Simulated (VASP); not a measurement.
DyGe3P:

```
Dy Ge P
1.0
     4.25046    0.00000    0.00000
     0.00000    4.25046    0.00000
     0.00000    0.00000    5.38743
Dy Ge P
1 3 1
Direct
  0.00000 0.00000 0.00000
  0.50000 0.50000 0.12010
  0.00000 0.50000 0.52090
  0.50000 0.00000 0.52090
  0.50000 0.50000 0.68000
```

The cell was generated, and may not be a known phase.

```yaml
Program: VASP 6.6.1
Task: relaxation of cell and atoms
Functional: PBE
Potentials_or_basis: VASP PAW PBE potentials, release 64 (Dy_3, Ge_d, P), 4f in core
Cutoff: 500 eV
k_mesh: 4 × 4 × 4
Occupations: gaussian, width 0.1 eV
Spin: no spin polarisation
```

At the start: pressure 10.3 GPa; volume 19.47 Å³/atom.

Task: Where does the relaxation end?

Result: Over 36 steps the energy falls by 446.1 meV/atom and the volume is 21.29 Å³/atom (+9.4 %); space group P4mm (No. 99, to 0.1 Å) before and after.

The path:
| step | energy change (eV) | largest force (eV/Å) | pressure (GPa) | volume (Å³) |
| --- | --- | --- | --- | --- |
| 1 | 0.0000 | 2.3754 | 10.27 | 97.33 |
| 2 | -0.5870 | 0.6258 | -3.56 | 115.89 |
| 3 | -0.6339 | 0.7205 | -1.32 | 111.16 |
| 4 | -0.7343 | 0.6788 | -0.90 | 109.53 |
| 5 | -0.9496 | 0.7493 | 1.11 | 104.71 |
| 6 | -0.5846 | 1.6544 | 10.65 | 95.50 |
| 7 | -0.9821 | 0.6963 | 2.17 | 103.05 |
| 8 | -0.9919 | 0.5762 | 3.49 | 101.35 |
| 9 | -1.0362 | 0.2322 | 3.19 | 101.65 |
| 10 | -1.1113 | 0.5199 | 2.70 | 102.51 |
| 11 | -1.1876 | 0.6419 | 1.40 | 103.99 |
| 12 | -1.3108 | 0.8829 | -1.99 | 108.42 |
| 13 | -1.3178 | 0.9009 | -2.84 | 109.72 |
| 14 | -1.4067 | 0.6843 | -2.48 | 108.49 |
| 15 | -1.5696 | 0.6713 | -0.33 | 104.53 |
| 16 | -1.5782 | 0.8041 | 0.98 | 103.15 |
| 17 | -1.6306 | 0.8172 | 0.80 | 103.85 |
| 18 | -1.7178 | 0.8508 | -0.21 | 105.66 |
| 19 | -1.7206 | 0.8377 | -0.04 | 105.25 |
| 20 | -1.8008 | 0.7538 | -0.53 | 105.77 |
| 21 | -1.9810 | 0.8737 | -1.32 | 107.34 |
| 22 | -2.0446 | 1.4010 | -0.79 | 110.48 |
| 23 | -2.0765 | 1.2243 | -1.26 | 109.25 |
| 24 | -2.1776 | 0.5581 | 0.60 | 106.68 |
| 25 | -2.1853 | 0.3824 | 1.57 | 105.64 |
| 26 | -2.2071 | 0.4065 | -0.64 | 108.56 |
| 27 | -2.2136 | 0.2063 | 0.03 | 107.60 |
| 28 | -2.2202 | 0.1533 | -0.19 | 107.60 |
| 29 | -2.2216 | 0.1975 | -0.34 | 107.59 |
| 30 | -2.2263 | 0.1597 | 0.07 | 106.64 |
| 31 | -2.2272 | 0.1127 | 0.63 | 105.54 |
| 32 | -2.2275 | 0.1278 | 0.49 | 105.88 |
| 33 | -2.2298 | 0.0481 | 0.01 | 106.27 |
| 34 | -2.2298 | 0.0483 | 0.03 | 106.26 |
| 35 | -2.2299 | 0.0457 | -0.01 | 106.31 |
| 36 | -2.2303 | 0.0396 | -0.06 | 106.47 |

Final structure:
```
Dy Ge P
1.0
     3.95052    0.00000    0.00000
     0.00000    3.95052    0.00000
     0.00000    0.00000    6.82188
Dy Ge P
1 3 1
Direct
  0.00000 0.00000 0.90724
  0.50000 0.50000 0.18397
  0.00000 0.50000 0.46245
  0.50000 0.00000 0.46245
  0.50000 0.50000 0.82578
```

Caveat: the k points lie up to 0.40 Å⁻¹ apart in the final cell, too coarse for converged energies and pressures of a metal; a cell axis changed by over 15 % at a fixed basis, so the end point is rough.
